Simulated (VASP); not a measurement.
A run of VASP 6.6.1 is set up as follows.

File INCAR:

```
ALGO = Normal
EDIFF = 1E-6
EDIFFG = -0.005
ENCUT = 600
GGA = PS
IBRION = 2
ISIF = 3
ISMEAR = 0
LASPH = T
LCHARG = F
LREAL = F
LWAVE = F
NELM = 60
NSW = 100
PREC = Accurate
SIGMA = 0.02
```

Contents of KPOINTS:

```
k-points
0
Gamma
  9 9 6
```

Contents of POSCAR:

```
AlN
1.0
    3.3121157418      0.0000000000      0.0000000000
   -1.6560578709      2.8683763727      0.0000000000
    0.0000000000      0.0000000000      4.1875630000
Al N
2 2
Direct
    0.3333333300      0.6666666700      0.7500000000
    0.6666666700      0.3333333300      0.2500000000
    0.3333333300      0.6666666700      0.2500000000
    0.6666666700      0.3333333300      0.7500000000
```

Potentials or basis: VASP PAW PBE potentials, release 64 (Al, N).

The run is started by

```bash
$ cat potpaw_PBE.64/Al/POTCAR potpaw_PBE.64/N/POTCAR > POTCAR
$ mpirun -np 1 vasp_std > vasp.out
```

**Question.** Predict the space group after relaxing (to 0.05 Å).

**Answer.** P6_3/mmc (No. 194).

**Question.** Estimate the relaxed volume.

**Answer.** 9.76 Å³/atom.

**Question.** What does it give for the relaxed cell?

**Answer.** a = 3.301 Å, b = 3.301 Å, c = 4.139 Å, α = 90.00°, β = 90.00°, γ = 120.00°.

**Question.** Estimate the band gap on the k mesh.

**Answer.** 3.35 eV, direct.

Final structure:
```
CELL_PARAMETERS angstrom
3.30088 0.00000 0.00000
-1.65044 2.85865 0.00000
0.00000 0.00000 4.13869
ATOMIC_POSITIONS crystal
Al 0.33333 0.66667 0.75000
Al 0.66667 0.33333 0.25000
N 0.33333 0.66667 0.25000
N 0.66667 0.33333 0.75000
```

Caveat: the PAW data sets were made with another functional, which shifts forces and pressure a little. Expect the measured gap to be larger: semilocal functionals such as PBEsol lack the derivative discontinuity.
